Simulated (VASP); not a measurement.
A run of VASP 6.6.1:

The input INCAR:

```
SYSTEM = W
PREC     = Accurate       ! precision mode
ENCUT    = 520            ! plane-wave cutoff, eV
EDIFF    = 1E-6           ! SCF threshold, eV
ISMEAR   = -1             ! smearing method
SIGMA    = 0.1            ! smearing width, eV
LREAL    = .FALSE.        ! projectors in reciprocal space
LASPH    = .TRUE.         ! aspherical terms in the spheres
NELM     = 60             ! most SCF steps
ALGO     = Normal         ! electronic algorithm
ISIF     = 2              ! what is computed and relaxed
LWAVE    = .FALSE.        ! write WAVECAR
LCHARG   = .FALSE.        ! write CHGCAR
GGA      = CA             ! functional
NBANDS   = 13             ! bands
```

The input KPOINTS:

```
regular mesh
0
G
  23 23 23
  0 0 0
```

The input POSCAR:

```
W
1.0
   -1.5464991719      1.5464991719      1.5464991719
    1.5464991719     -1.5464991719      1.5464991719
    1.5464991719      1.5464991719     -1.5464991719
W
1
Direct
    0.0000000000      0.0000000000      0.0000000000
```

Potentials or basis: VASP PAW LDA potentials, release 64 (W_sv).

Run with:

```sh
$ cat potpaw_LDA.64/W_sv/POTCAR > POTCAR
$ mpirun -np 1 vasp_std > vasp.out
```

Hardware: 1 thread of Intel(R) Xeon(R) Platinum 8488C (Sapphire Rapids) (shared host).

Question: Estimate the wall time of this run.

Answer: Run time: 25 s on 1 thread of Intel(R) Xeon(R) Platinum 8488C (Sapphire Rapids) (shared host), peak memory 0.17 GiB. Counts: scf iterations 11, k points 364.
